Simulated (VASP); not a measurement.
Ga, 4 atoms in the cell. Symmetry: P6_3/mmc, No. 194, hexagonal system. Conventional cell: a = 2.853 Å, b = 2.853 Å, c = 9.270 Å, α = 90.00°, β = 90.00°, γ = 120.00°. Ga (site symmetry -3m) has 12 Ga at 2.84 to 2.85 Å within 3.7 Å. Ga (site symmetry -6m2) has 12 Ga at 2.84 to 2.85 Å within 3.7 Å. This isn't the form of Ga at room conditions, which is orthorhombic.

```yaml
Program: VASP 6.6.1
Task: single point
Functional: PBEsol
Potentials_or_basis: VASP PAW PBE potentials, release 64 (Ga_d)
Cutoff: 520 eV
k_mesh: 14 × 14 × 4
Occupations: fermi-dirac, width 0.1 eV
Spin: no spin polarisation
Dipole_correction: no
Further_INCAR_settings: ALGO = Normal; EDIFF = 1e-07; NBANDS = 34
```

Potentials or basis: VASP PAW PBE potentials, release 64 (Ga_d).

Command:

```sh
$ cat potpaw_PBE.64/Ga_d/POTCAR > POTCAR
$ mpirun -np 1 vasp_std > vasp.out
```

Hardware: 1 thread of Intel(R) Xeon(R) Platinum 8488C (Sapphire Rapids) (shared host).

Q: How long does it take, and how much memory?

A: It took 2.2 min on 1 thread of Intel(R) Xeon(R) Platinum 8488C (Sapphire Rapids), on a shared host, peak memory 0.25 GiB. Counts: scf iterations 14, k points 72.
